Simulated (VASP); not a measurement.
# Ag (Im-3m) in VASP: a series of runs

The runs below take Ag through single point, with PBE.

All numbers are computed with VASP 6.6.1; they aren't measurements. Logs are shortened: lines on timing, memory, paths and dates and some standing lists are left out, and cuts for length are marked.

### Step 1. The cell of the first run

The structure is cubic, space group Im-3m (No. 229). Conventional cell: a = 3.171 Å, b = 3.171 Å, c = 3.171 Å, α = 90.00°, β = 90.00°, γ = 90.00°. Within 3.6 Å of Ag (site symmetry m-3m) lie 14 Ag at 2.75 to 3.17 Å.

### Step 2. Single point, PBE

INCAR

```
ALGO = Normal
EDIFF = 1E-7
ENCUT = 520
GGA = PE
ISIF = 2
ISMEAR = -1
LASPH = T
LCHARG = T
LELF = T
LREAL = F
LVHAR = T
LWAVE = F
NBANDS = 12
NELM = 60
PREC = Accurate
SIGMA = 0.05
```

KPOINTS

```
k-points
0
Gamma
  17 17 17
```

POSCAR

```
Ag
1.0
   -1.5855119841      1.5855119841      1.5855119841
    1.5855119841     -1.5855119841      1.5855119841
    1.5855119841      1.5855119841     -1.5855119841
Ag
1
Direct
    0.0000000000      0.0000000000      0.0000000000
```

Potentials or basis: VASP PAW PBE potentials, release 64 (Ag).

On the command line:

```
cat potpaw_PBE.64/Ag/POTCAR > POTCAR
mpirun -np 1 vasp_std > vasp.out
```

OUTCAR:

```text
EDIFF = 1E-7
   ENCUT = 520
   GGA = PE
   ISIF = 2
   ISMEAR = -1
   LASPH = T
   LREAL = F
   NELM = 60
   PREC = Accurate

 ion  position               nearest neighbor table
   1  0.000  0.000  0.000-

  LATTYP: Found a body centered cubic cell.
 ALAT       =     3.1710239682

  Lattice vectors:

 A1 = (  -1.5855119841,   1.5855119841,   1.5855119841)
 A2 = (   1.5855119841,  -1.5855119841,   1.5855119841)
 A3 = (   1.5855119841,   1.5855119841,  -1.5855119841)

Analysis of symmetry for initial positions (statically):
=====================================================================
 Subroutine PRICEL returns:
 Original cell was already a primitive cell.

 Routine SETGRP: Setting up the symmetry group for a
 body centered cubic supercell.

 Subroutine GETGRP returns: Found 48 space group operations
 (whereof 48 operations were pure point group operations)
 out of a pool of 48 trial point group operations.

The static configuration has the point symmetry O_h .

Analysis of symmetry for dynamics (positions and initial velocities):
=====================================================================
 Subroutine PRICEL returns:
 Original cell was already a primitive cell.

 Routine SETGRP: Setting up the symmetry group for a
 body centered cubic supercell.

 Subroutine GETGRP returns: Found 48 space group operations
 (whereof 48 operations were pure point group operations)
 out of a pool of 48 trial point group operations.

The dynamic configuration has the point symmetry O_h .

 Subroutine INISYM returns: Found 48 space group operations
 (whereof 48 operations are pure point group operations),
 and found     1 'primitive' translations

----------------------------------------------------------------------------------------

                                     Primitive cell

  volume of cell :      15.9429

  direct lattice vectors                    reciprocal lattice vectors
    -1.585511984  1.585511984  1.585511984     0.000000000  0.315355548  0.315355548
     1.585511984 -1.585511984  1.585511984     0.315355548  0.000000000  0.315355548
     1.585511984  1.585511984 -1.585511984     0.315355548  0.315355548  0.000000000

  length of vectors
     2.746187312  2.746187312  2.746187312     0.445980092  0.445980092  0.445980092

  position of ions in fractional coordinates (direct lattice)
     0.000000000  0.000000000  0.000000000

  ion indices of the primitive-cell ions
   primitive index   ion index
                 1           1

----------------------------------------------------------------------------------------

 KPOINTS: k-points

Automatic generation of k-mesh.
 Grid dimensions read from file:
 generate k-points for:   17   17   17

 Generating k-lattice:

  Cartesian coordinates                     Fractional coordinates (reciprocal lattice)
     0.000000000  0.018550326  0.018550326     0.058823529  0.000000000  0.000000000
     0.018550326  0.000000000  0.018550326     0.000000000  0.058823529  0.000000000
     0.018550326  0.018550326  0.000000000     0.000000000  0.000000000  0.058823529

  Length of vectors
     0.026234123  0.026234123  0.026234123

  Shift w.r.t. Gamma in fractional coordinates (k-lattice)
     0.000000000  0.000000000  0.000000000

 Subroutine IBZKPT returns following result:
 ===========================================

 Found    165 irreducible k-points:

 Following reciprocal coordinates:
            Coordinates               Weight
  0.000000  0.000000  0.000000      1.000000
  0.058824  0.000000  0.000000     12.000000
  0.117647  0.000000  0.000000     12.000000
  0.176471  0.000000  0.000000     12.000000
  0.235294  0.000000  0.000000     12.000000
  0.294118  0.000000  0.000000     12.000000
[... 16 lines left out ...]
  0.411765  0.117647  0.000000     48.000000
  0.176471  0.176471  0.000000     24.000000
 [... further k-points ...]
   k-points           NKPTS =    165   k-points in BZ     NKDIM =    165   number of bands    NBANDS=     12
   number of dos      NEDOS =    301   number of ions     NIONS =      1
   total plane-waves  NPLWV =   8000
   dimension x,y,z NGX =    20 NGY =   20 NGZ =   20
   dimension x,y,z NGXF=    40 NGYF=   40 NGZF=   40
   ions per type =               1
   NGX,Y,Z   is equivalent  to a cutoff of  12.11, 12.11, 12.11 a.u.
   NGXF,Y,Z  is equivalent  to a cutoff of  24.21, 24.21, 24.21 a.u.
 SYSTEM =  unknown system
   PREC   = accura    normal or accurate (medium, high low for compatibility)
   ISTART =      0    job   : 0-new  1-cont  2-samecut
   ICHARG =      2    charge: 1-file 2-atom 10-const
   ISPIN  =      1    spin polarized calculation?
   LNONCOLLINEAR =      F non collinear calculations
   LSORBIT =      F    spin-orbit coupling
   LASPH  =      T    aspherical Exc in radial PAW
   ENCUT  =  520.0 eV  38.22 Ry    6.18 a.u.   5.11  5.11  5.11*2*pi/ulx,y,z
   NELM   =     60;   NELMIN=  2; NELMDL= -5     # of ELM steps
   EDIFF  = 0.1E-06   stopping-criterion for ELM
   LREAL  =      F    real-space projection
   EDIFFG = 0.1E-05   stopping-criterion for IOM
   NSW    =      0    number of steps for IOM
   IBRION =     -1    ionic relax: 0-MD 1-quasi-New 2-CG
   NFREE  =      0    steps in history (QN), initial steepest desc. (CG)
   ISIF   =      2    stress and relaxation
   ISYM   =      2    0-nonsym 1-usesym 2-fastsym
   POTIM  = 0.5000    time-step for ionic-motion
   TEBEG  =    0.0;   TEEND  =   0.0 temperature during run
   PSTRESS=    0.0 pullay stress
   NELECT =      11.0000    total number of electrons
   NUPDOWN=      -1.0000    fix difference up-down
   EMIN   =  10.00;   EMAX   =-10.00  energy-range for DOS
   EFERMI =   0.00;   METHOD = LEGACY
   ISMEAR =    -1;   SIGMA  =   0.05  broadening in eV -4-tet -1-fermi 0-gaus
   EFERMI_NEDOS =   21; number of points for ismear=-14 and -15
   IALGO  =     38    algorithm
   IMIX   =      4    mixing-type and parameters
     AMIX     =   0.40;   BMIX     =  1.00
     AMIX_MAG =   1.60;   BMIX_MAG =  1.00
  volume/ion in A,a.u.               =      15.94       107.59
  Fermi-wavevector in a.u.,A,eV,Ry     =   1.446604  2.733684 28.472394  2.092662
  Thomas-Fermi vector in A             =   2.564653
   LORBIT       =      0    0 simple, 1 ext, 2 COOP (PROOUT), +10 PAW based schemes
   GGA     = PE    functional components
   LHFCALC =     F    Hartree Fock is set to
   AEXX    =    0.0000 exact exchange contribution
   IVDW    =     0    specifies the selected vdW correction
   LEPSILON=     F    determine dielectric tensor
   LRPA    =     F    only Hartree local field effects (RPA)
 non-spin polarized calculation
  energy-cutoff  :      520.00
  volume of cell :       15.94
 maximum number of plane-waves:       444
   NGX = 11   NGY = 11   NGZ = 11

 number of electron      11.0000003 magnetization

 Free energy of the ion-electron system (eV)
  ---------------------------------------------------
  ext. energy  EPLUGINS =         0.00000000
  ---------------------------------------------------
  free energy    TOTEN  =        -2.60851315 eV

  energy without entropy =       -2.60557658  energy(sigma->0) =       -2.60704487

 E-fermi :   9.4241     XC(G=0): -12.6162

 val. band max:        9.4227832310   @ k =  -0.2941   0.4118   0.1765
 cond. band min:       9.4687990832   @ k =  -0.2941   0.4706   0.0588
 fundamental gap:      0.0460158521
 Fermi energy:         9.4240756680

 k-point     1 :       0.0000    0.0000    0.0000
  band No.  band energies     occupation
      1       1.1320      2.00000
      2       4.2085      2.00000
      3       4.2085      2.00000
      4       4.2085      2.00000
      5       5.6979      2.00000
      6       5.6979      2.00000
      7      27.6127      0.00000
      8      27.6127      0.00000
      9      27.6127      0.00000
     10      34.6322      0.00000
     11      34.6322      0.00000
     12      35.0785      0.00000

 k-point     2 :       0.0588    0.0000    0.0000
  band No.  band energies     occupation
      1       1.2532      2.00000
      2       4.1762      2.00000
      3       4.2129      2.00000
      4       4.2817      2.00000
      5       5.6617      2.00000
      6       5.7003      2.00000
      7      27.3809      0.00000
      8      27.5946      0.00000
      9      27.7160      0.00000
     10      33.1109      0.00000
     11      33.4958      0.00000
     12      34.2832      0.00000

 k-point     3 :       0.1176    0.0000    0.0000
  band No.  band energies     occupation
      1       1.6013      2.00000
      2       4.0848      2.00000
      3       4.2282      2.00000
      4       4.4960      2.00000
      5       5.5754      2.00000
      6       5.7079      2.00000
      7      26.5180      0.00000
      8      27.3897      0.00000
      9      28.0089      0.00000
     10      32.0121      0.00000
     11      32.0428      0.00000
     12      32.6707      0.00000

 k-point     4 :       0.1765    0.0000    0.0000
  band No.  band energies     occupation
      1       2.1096      2.00000
      2       3.9491      2.00000
      3       4.2888      2.00000
      4       4.8345      2.00000
      5       5.4929      2.00000
      6       5.7222      2.00000
      7      24.8346      0.00000
      8      26.7345      0.00000
      9      28.4434      0.00000
     10      30.8664      0.00000
     11      31.2283      0.00000
     12      31.8606      0.00000

 k-point     5 :       0.2353    0.0000    0.0000
  band No.  band energies     occupation
      1       2.5853      2.00000
      2       3.7902      2.00000
      3       4.5616      2.00000
      4       5.2676      2.00000
      5       5.4621      2.00000
      6       5.7439      2.00000
      7      22.6062      0.00000
      8      25.7530      0.00000
      9      28.9485      0.00000
     10      29.0904      0.00000
     11      30.9989      0.00000
     12      32.5644      0.00000

 k-point     6 :       0.2941    0.0000    0.0000
  band No.  band energies     occupation
      1       2.7691      2.00000
      2       3.6304      2.00000
      3       5.2998      2.00000
      4       5.4989      2.00000
      5       5.7502      2.00000
      6       5.7716      2.00000
      7      20.2078      0.00000
      8      24.7573      0.00000
      9      27.4717      0.00000
     10      29.4455      0.00000
     11      31.0708      0.00000
     12      33.8258      0.00000

 k-point     7 :       0.3529    0.0000    0.0000
  band No.  band energies     occupation
      1       2.7195      2.00000
      2       3.4908      2.00000
      3       5.5402      2.00000
      4       5.8013      2.00000
      5       6.2203      2.00000
      6       6.4879      2.00000
      7      17.8602      0.00000
      8      23.9238      0.00000
      9      26.1194      0.00000
     10      29.8661      0.00000
     11      31.2807      0.00000
     12      35.4716      0.00000

 k-point     8 :       0.4118    0.0000    0.0000
  band No.  band energies     occupation
      1       2.6156      2.00000
      2       3.3880      2.00000
      3       5.5999      2.00000
      4       5.8267      2.00000
      5       6.6016      2.00000
      6       7.8413      2.00000
      7      15.7426      0.00000
      8      23.3345      0.00000
      9      25.1373      0.00000
     10      30.1642      0.00000
     11      31.5292      0.00000
     12      34.9799      0.00000
[... 166 lines left out ...]
 k-point    20 :       0.2353    0.1176    0.0000
  band No.  band energies     occupation
      1       3.0198      2.00000
      2       3.7010      2.00000
      3       4.5747      2.00000
      4       5.4098      2.00000
      5       5.8389      2.00000
      6       6.6205      2.00000
      7      20.4117      0.00000
      8      23.2349      0.00000
      9      26.0482      0.00000
     10      29.5361      0.00000
     11      33.2141      0.00000
     12      33.7548      0.00000

 k-point    21 :       0.2941    0.1176   -0.0000
  band No.  band energies     occupation
      1       2.9481      2.00000
      2       3.5626      2.00000
      3       5.0923      2.00000
      4       5.5086      2.00000
      5       5.9487      2.00000
      6       7.6484      2.00000
      7      18.0580      0.00000
      8      22.4797      0.00000
      9      25.0574      0.00000
     10      29.9893      0.00000
     11      33.6332      0.00000
     12      33.9285      0.00000

 k-point    22 :       0.3529    0.1176    0.0000
  band No.  band energies     occupation
      1       2.8338      2.00000
      2       3.4662      2.00000
      3       5.3782      2.00000
      4       5.6075      2.00000
      5       6.1660      2.00000
      6       8.8967      1.99995
      7      15.9131      0.00000
      8      21.9149      0.00000
      9      24.3431      0.00000
     10      30.3484      0.00000
     11      33.6713      0.00000
     12      34.1303      0.00000

 k-point    23 :       0.4118    0.1176    0.0000
  band No.  band energies     occupation
      1       2.7615      2.00000
      2       3.4168      2.00000
      3       5.4986      2.00000
      4       5.6200      2.00000
      5       6.3643      2.00000
      6      10.0490      0.00001
      7      14.3163      0.00000
      8      21.6083      0.00000
      9      23.9695      0.00000
     10      30.5524      0.00000
     11      33.7916      0.00000
     12      33.9980      0.00000

 k-point    24 :       0.1765    0.1765    0.0000
  band No.  band energies     occupation
      1       3.1404      2.00000
      2       3.8690      2.00000
      3       4.1415      2.00000
      4       5.3676      2.00000
      5       5.8398      2.00000
      6       6.6665      2.00000
      7      21.7408      0.00000
      8      21.9673      0.00000
      9      26.1754      0.00000
     10      29.3384      0.00000
     11      32.9195      0.00000
     12      35.0167      0.00000

 [... further k-points ...]
[... 5 lines left out ...]
  --------------------------------------------------------------------------------------
  -------------------------------------------------------------------------------------
  Total        1.4616677      1.4616677      1.4616677     -0.0000000      0.0000000     -0.0000000
  in kB      146.8894710    146.8894710    146.8894710     -0.0000000      0.0000000     -0.0000000
  external PRESSURE =     146.8894710 kB  Pullay stress =       0.0000000 kB

 VOLUME and BASIS-vectors are now :
 -----------------------------------------------------------------------------
  energy-cutoff  :      520.00
  volume of cell :       15.94
      direct lattice vectors                 reciprocal lattice vectors
    -1.585511984  1.585511984  1.585511984     0.000000000  0.315355548  0.315355548
     1.585511984 -1.585511984  1.585511984     0.315355548  0.000000000  0.315355548
     1.585511984  1.585511984 -1.585511984     0.315355548  0.315355548  0.000000000

 POSITION                                       TOTAL-FORCE (eV/Angst)
 -----------------------------------------------------------------------------------
      0.00000      0.00000      0.00000         0.000000     -0.000000      0.000000
 -----------------------------------------------------------------------------------
    total drift:                                0.000000      0.000000      0.000000

  FREE ENERGIE OF THE ION-ELECTRON SYSTEM (eV)
  ---------------------------------------------------
  free  energy   TOTEN  =        -2.6085131519 eV

  energy  without entropy=       -2.6055765842  energy(sigma->0) =       -2.60704487
```

It took 13 s on 1 thread of Intel Xeon 6975P-C (Granite Rapids), shared host; peak memory 0.14 GiB.

Results:

| Quantity | Value |
| --- | --- |
| Free energy | -2.6085 eV |
| Pressure | 14.7 GPa |

Levels at points of the mesh, in eV from the Fermi level:
```csv
k point,band 2,band 3,band 4,band 5,band 6,band 7,band 8,band 9,band 10,band 11
"(0.00, 0.00, 0.00)",-5.22,-5.22,-5.22,-3.73,-3.73,18.19,18.19,18.19,25.21,25.21
```

### Step 3. Single point, PBE

INCAR

```
  PREC = Accurate
  ENCUT = 520
  EDIFF = 1E-6
  ISMEAR = -1
  SIGMA = 0.05
  LREAL = F
  LASPH = T
  NELM = 100
  ALGO = Normal
  ISIF = 2
  LWAVE = F
  LCHARG = F
  GGA = PE
  NBANDS = 12
```

KPOINTS

```
regular mesh
0
Gamma
  17 17 17
```

POSCAR

```
Ag
1.0
   -1.5853156824      1.5853156824      1.5853156824
    1.5853156824     -1.5853156824      1.5853156824
    1.5853156824      1.5853156824     -1.5853156824
Ag
1
Direct
    0.0000000000      0.0000000000      0.0000000000
```

Potentials or basis: VASP PAW PBE potentials, release 64 (Ag).

On the command line:

```
cat potpaw_PBE.64/Ag/POTCAR > POTCAR
mpirun -np 1 vasp_std > vasp.out
```

Wall time 11 s (1 thread of Intel Xeon 6975P-C (Granite Rapids), shared host); peak memory 0.15 GiB.

It converged, with:

| Property | Result |
| --- | --- |
| Free energy | -2.6080 eV |
| Pressure | 14.7 GPa |

Levels at points of the mesh, in eV from the Fermi level:
```
           k point  band 3  band 4  band 5  band 6  band 7  band 8  band 9  band 10
(0.00, 0.00, 0.00)   -5.22   -5.22   -3.73   -3.73   18.19   18.19   18.19    25.21
```
